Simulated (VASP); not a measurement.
# Si2W (I4/mmm) in VASP: electric field gradients with PBE

Aim: the electric field gradients of Si2W with PBE.

All numbers are computed with VASP 6.6.1; they aren't measurements. Logs are shortened: lines on timing, memory, paths and dates and some standing lists are left out, and cuts for length are marked.

## Step 1: The cell of the first run

It takes space group I4/mmm (No. 139, tetragonal). The conventional cell has a = 3.212 Å, b = 3.212 Å, c = 7.880 Å, α = 90.00°, β = 90.00°, γ = 90.00°. Within 3.5 Å of Si (site symmetry 4mm) lie 9 Si at 2.62 to 3.21 Å and 5 W at 2.62 Å. W (site symmetry 4/mmm) has 10 Si at 2.62 Å and 4 W at 3.21 Å within 3.5 Å.

## Step 2: Electric field gradients, PBE

File INCAR:

```
SYSTEM = Si2W
PREC     = Accurate       ! precision mode
ENCUT    = 520            ! plane-wave cutoff, eV
EDIFF    = 1E-8           ! SCF threshold, eV
ISMEAR   = -1             ! smearing method
SIGMA    = 0.03           ! smearing width, eV
LREAL    = .FALSE.        ! projectors in reciprocal space
LASPH    = .TRUE.         ! aspherical terms in the spheres
NELM     = 60             ! most SCF steps
ALGO     = Normal         ! electronic algorithm
ISIF     = 2              ! what is computed and relaxed
LWAVE    = .FALSE.        ! write WAVECAR
LCHARG   = .FALSE.        ! write CHGCAR
GGA      = PE             ! functional
LEFG     = .TRUE.       
NBANDS   = 18             ! bands
```

File KPOINTS:

```
regular mesh
0
G
  18 18 18
  0 0 0
```

File POSCAR:

```
Si2W
1.0
   -1.6060000000      1.6060000000      3.9400000000
    1.6060000000     -1.6060000000      3.9400000000
    1.6060000000      1.6060000000     -3.9400000000
Si W
2 1
Direct
    0.3330000000      0.3330000000      0.0000000000
    0.6670000000      0.6670000000      0.0000000000
    0.0000000000      0.0000000000      0.0000000000
```

Potentials or basis: VASP PAW PBE potentials, release 64 (Si, W_sv).

Command:

```
> cat potpaw_PBE.64/Si/POTCAR potpaw_PBE.64/W_sv/POTCAR > POTCAR
> mpirun -np 1 vasp_std > vasp.out
```

OUTCAR:

```text
SYSTEM = Si2W
   PREC = Accurate
   ENCUT = 520
   EDIFF = 1E-8
   ISMEAR = -1
   LREAL = .FALSE.
   LASPH = .TRUE.
   NELM = 60
   ISIF = 2
   GGA = PE

 ion  position               nearest neighbor table
   1  0.333  0.333  0.000-   2 2.62   2 2.62   2 2.62   2 2.62   3 2.62   3 2.62   3 2.62   3 2.62
                             3 2.62   2 2.63
   2  0.667  0.667  0.000-   1 2.62   1 2.62   1 2.62   1 2.62   3 2.62   3 2.62   3 2.62   3 2.62
                             3 2.62   1 2.63
   3  0.000  0.000  0.000-   1 2.62   2 2.62   2 2.62   1 2.62   2 2.62   2 2.62   2 2.62   1 2.62
                             1 2.62   1 2.62

  LATTYP: Found a body centered tetragonal cell.
 ALAT       =     3.2120000000
 C/A-ratio  =     2.4533001245

  Lattice vectors:

 A1 = (  -1.6060000000,   1.6060000000,   3.9400000000)
 A2 = (   1.6060000000,  -1.6060000000,   3.9400000000)
 A3 = (   1.6060000000,   1.6060000000,  -3.9400000000)

Analysis of symmetry for initial positions (statically):
=====================================================================
 Subroutine PRICEL returns:
 Original cell was already a primitive cell.

 Routine SETGRP: Setting up the symmetry group for a
 body centered tetragonal supercell.

 Subroutine GETGRP returns: Found 16 space group operations
 (whereof 16 operations were pure point group operations)
 out of a pool of 16 trial point group operations.

The static configuration has the point symmetry D_4h.

Analysis of symmetry for dynamics (positions and initial velocities):
=====================================================================
 Subroutine PRICEL returns:
 Original cell was already a primitive cell.

 Routine SETGRP: Setting up the symmetry group for a
 body centered tetragonal supercell.

 Subroutine GETGRP returns: Found 16 space group operations
 (whereof 16 operations were pure point group operations)
 out of a pool of 16 trial point group operations.

The dynamic configuration has the point symmetry D_4h.

 Subroutine INISYM returns: Found 16 space group operations
 (whereof 16 operations are pure point group operations),
 and found     1 'primitive' translations

----------------------------------------------------------------------------------------

                                     Primitive cell

  volume of cell :      40.6488

  direct lattice vectors                    reciprocal lattice vectors
    -1.606000000  1.606000000  3.940000000     0.000000000  0.311332503  0.126903553
     1.606000000 -1.606000000  3.940000000     0.311332503  0.000000000  0.126903553
     1.606000000  1.606000000 -3.940000000     0.311332503  0.311332503  0.000000000

  length of vectors
     4.547754611  4.547754611  4.547754611     0.336202973  0.336202973  0.440290648

  position of ions in fractional coordinates (direct lattice)
     0.333000000  0.333000000  0.000000000
     0.667000000  0.667000000  0.000000000
     0.000000000  0.000000000  0.000000000

  ion indices of the primitive-cell ions
   primitive index   ion index
                 1           1
                 2           2
                 3           3

----------------------------------------------------------------------------------------

 KPOINTS: regular mesh

Automatic generation of k-mesh.
 Grid dimensions read from file:
 generate k-points for:   18   18   18

 Generating k-lattice:

  Cartesian coordinates                     Fractional coordinates (reciprocal lattice)
     0.000000000  0.017296250  0.007050197     0.055555556  0.000000000 -0.000000000
     0.017296250  0.000000000  0.007050197     0.000000000  0.055555556 -0.000000000
     0.017296250  0.017296250  0.000000000     0.000000000  0.000000000  0.055555556

  Length of vectors
     0.018677943  0.018677943  0.024460592

  Shift w.r.t. Gamma in fractional coordinates (k-lattice)
     0.000000000  0.000000000  0.000000000

 Subroutine IBZKPT returns following result:
 ===========================================

 Found    480 irreducible k-points:

 Following reciprocal coordinates:
            Coordinates               Weight
  0.000000  0.000000  0.000000      1.000000
  0.055556  0.000000 -0.000000      8.000000
  0.111111  0.000000 -0.000000      8.000000
  0.166667  0.000000 -0.000000      8.000000
  0.222222  0.000000 -0.000000      8.000000
  0.277778  0.000000 -0.000000      8.000000
[... 16 lines left out ...]
 -0.277778  0.055556  0.000000     16.000000
 -0.222222  0.055556  0.000000     16.000000
 [... further k-points ...]
   k-points           NKPTS =    480   k-points in BZ     NKDIM =    480   number of bands    NBANDS=     18
   number of dos      NEDOS =    301   number of ions     NIONS =      3
   total plane-waves  NPLWV =  46656
   dimension x,y,z NGX =    36 NGY =   36 NGZ =   36
   dimension x,y,z NGXF=    72 NGYF=   72 NGZF=   72
   ions per type =               2   1
   NGX,Y,Z   is equivalent  to a cutoff of  13.16, 13.16, 13.16 a.u.
   NGXF,Y,Z  is equivalent  to a cutoff of  26.32, 26.32, 26.32 a.u.
 SYSTEM =  Si2W
   PREC   = accura    normal or accurate (medium, high low for compatibility)
   ISTART =      0    job   : 0-new  1-cont  2-samecut
   ICHARG =      2    charge: 1-file 2-atom 10-const
   ISPIN  =      1    spin polarized calculation?
   LNONCOLLINEAR =      F non collinear calculations
   LSORBIT =      F    spin-orbit coupling
   LASPH  =      T    aspherical Exc in radial PAW
   ENCUT  =  520.0 eV  38.22 Ry    6.18 a.u.   8.46  8.46  8.46*2*pi/ulx,y,z
   NELM   =     60;   NELMIN=  2; NELMDL= -5     # of ELM steps
   EDIFF  = 0.1E-07   stopping-criterion for ELM
   LREAL  =      F    real-space projection
   EDIFFG = 0.1E-06   stopping-criterion for IOM
   NSW    =      0    number of steps for IOM
   IBRION =     -1    ionic relax: 0-MD 1-quasi-New 2-CG
   NFREE  =      0    steps in history (QN), initial steepest desc. (CG)
   ISIF   =      2    stress and relaxation
   ISYM   =      2    0-nonsym 1-usesym 2-fastsym
   POTIM  = 0.5000    time-step for ionic-motion
   TEBEG  =    0.0;   TEEND  =   0.0 temperature during run
   PSTRESS=    0.0 pullay stress
   NELECT =      22.0000    total number of electrons
   NUPDOWN=      -1.0000    fix difference up-down
   EMIN   =  10.00;   EMAX   =-10.00  energy-range for DOS
   EFERMI =   0.00;   METHOD = LEGACY
   ISMEAR =    -1;   SIGMA  =   0.03  broadening in eV -4-tet -1-fermi 0-gaus
   EFERMI_NEDOS =   21; number of points for ismear=-14 and -15
   IALGO  =     38    algorithm
   IMIX   =      4    mixing-type and parameters
     AMIX     =   0.40;   BMIX     =  1.00
     AMIX_MAG =   1.60;   BMIX_MAG =  1.00
  volume/ion in A,a.u.               =      13.55        91.44
  Fermi-wavevector in a.u.,A,eV,Ry     =   1.334136  2.521151 24.217250  1.779918
  Thomas-Fermi vector in A             =   2.462940
   LORBIT       =      0    0 simple, 1 ext, 2 COOP (PROOUT), +10 PAW based schemes
   GGA     = PE    functional components
[... 5 lines left out ...]
 non-spin polarized calculation
  energy-cutoff  :      520.00
  volume of cell :       40.65
 maximum number of plane-waves:      1134
 NGX is ok and might be reduce to    36
   NGX = 17   NGY = 17   NGZ = 17

 number of electron      21.9999999 magnetization

 Free energy of the ion-electron system (eV)
  ---------------------------------------------------
  ext. energy  EPLUGINS =         0.00000000
  ---------------------------------------------------
  free energy    TOTEN  =       -24.80899378 eV

  energy without entropy =      -24.80832397  energy(sigma->0) =      -24.80865887

 E-fermi :  11.9016     XC(G=0): -12.5055

 val. band max:       11.8568625822   @ k =  -0.3889   0.5000   0.3333
 cond. band min:      11.9331035864   @ k =  -0.3889  -0.4444   0.3333
 fundamental gap:      0.0762410042
 Fermi energy:        11.9016227394

 k-point     1 :       0.0000    0.0000    0.0000
  band No.  band energies     occupation
      1     -61.9760      2.00000
      2     -26.2449      2.00000
      3     -26.2017      2.00000
      4     -26.2017      2.00000
      5      -2.1633      2.00000
      6       5.0945      2.00000
[... 10 lines left out ...]
     17      17.4652      0.00000
     18      17.4652      0.00000
[... 466 lines left out ...]
      2     -26.2912      2.00000
      3     -26.2367      2.00000
      4     -26.1999      2.00000
      5      -1.2594      2.00000
      6       5.1976      2.00000
[... 10 lines left out ...]
     17      18.2121      0.00000
     18      20.0356      0.00000

 [... further k-points ...]

------------------------ aborting loop because EDIFF is reached ----------------------------------------

  FORCE on cell =-STRESS in cart. coord.  units (eV):
  Direction    XX          YY          ZZ          XY          YZ          ZX
  --------------------------------------------------------------------------------------
  -------------------------------------------------------------------------------------
  Total        0.6756548      0.6756548     -0.0164847      0.0000000      0.0000000      0.0000000
  in kB       26.6310402     26.6310402     -0.6497471      0.0000000      0.0000000      0.0000000
  external PRESSURE =      17.5374444 kB  Pullay stress =       0.0000000 kB

 VOLUME and BASIS-vectors are now :
 -----------------------------------------------------------------------------
  energy-cutoff  :      520.00
  volume of cell :       40.65
      direct lattice vectors                 reciprocal lattice vectors
    -1.606000000  1.606000000  3.940000000     0.000000000  0.311332503  0.126903553
     1.606000000 -1.606000000  3.940000000     0.311332503  0.000000000  0.126903553
     1.606000000  1.606000000 -3.940000000     0.311332503  0.311332503  0.000000000

 POSITION                                       TOTAL-FORCE (eV/Angst)
 -----------------------------------------------------------------------------------
      0.00000      0.00000      2.62404         0.000000      0.000000      0.222280
      0.00000      0.00000      5.25596         0.000000      0.000000     -0.222280
      0.00000      0.00000      0.00000        -0.000000     -0.000000      0.000000
 -----------------------------------------------------------------------------------
    total drift:                                0.000000      0.000000     -0.000000

  FREE ENERGIE OF THE ION-ELECTRON SYSTEM (eV)
  ---------------------------------------------------
  free  energy   TOTEN  =       -24.8089937791 eV

  energy  without entropy=      -24.8083239689  energy(sigma->0) =      -24.80865887

 Electric field gradients (V/A^2)
---------------------------------------------------------------------
 ion       V_xx      V_yy      V_zz      V_xy      V_xz      V_yz
---------------------------------------------------------------------
   1       4.521     4.521    -9.041    -0.000    -0.000    -0.000
   2       4.521     4.521    -9.041    -0.000    -0.000    -0.000
   3      62.310    62.310  -124.619    -0.000    -0.000    -0.000
---------------------------------------------------------------------

 Electric field gradients after diagonalization (V/A^2)
 (convention: |V_zz| > |V_xx| > |V_yy|)
----------------------------------------------------------------------
 ion       V_xx      V_yy      V_zz     asymmetry (V_yy - V_xx)/ V_zz
----------------------------------------------------------------------
   1       4.521     4.520    -9.041       0.000
   2       4.521     4.520    -9.041       0.000
   3      62.310    62.310  -124.619       0.000
----------------------------------------------------------------------

           NMR quadrupolar parameters

 Cq : quadrupolar parameter    Cq=e*Q*V_zz/h
 eta: asymmetry parameters     (V_yy - V_xx)/ V_zz
 Q  : nuclear electric quadrupole moment in mb (millibarn)
----------------------------------------------------------------------
 ion       Cq(MHz)       eta       Q (mb)
----------------------------------------------------------------------
   1      -0.022       0.000       1.000
   2      -0.022       0.000       1.000
   3      -0.301       0.000       1.000
----------------------------------------------------------------------
```

It took 11 min on 1 thread of Oxide Virtual Turin-like, shared host; peak memory 0.42 GiB.

What came out:

```yaml
Free_energy: -24.8090 eV
Pressure: 1.8 GPa
Largest_force: 0.222 eV/Å
Band_gap_on_the_k_mesh: zero (bands 11 and 12 overlap by 1.34 eV)
Largest_electric_field_gradient_by_atom: Si -9.0; W -124.6 V/Å²
```

Forces on the atoms (eV/Å):
```
Si   0.000  0.000  0.222
Si   0.000  0.000 -0.222
W    0.000  0.000  0.000
```

Stress tensor (GPa, compression positive):
```
 2.66  0.00  0.00
 0.00  2.66  0.00
 0.00  0.00 -0.06
```

Electric field gradients, principal values (V/Å²):
```
atom   least  middle  greatest (by size)
1 Si   4.520   4.521              -9.041
2 Si   4.520   4.521              -9.041
 3 W  62.310  62.310            -124.619
```

Caveat: without QUAD_EFG the Cq values of the log hold for a quadrupole moment of 1 mb, not for the nuclei; spin-orbit coupling is left out, which moves the levels of the heavy elements.

The gap in the log of VASP goes by the Fermi energy; the results here count the filled bands.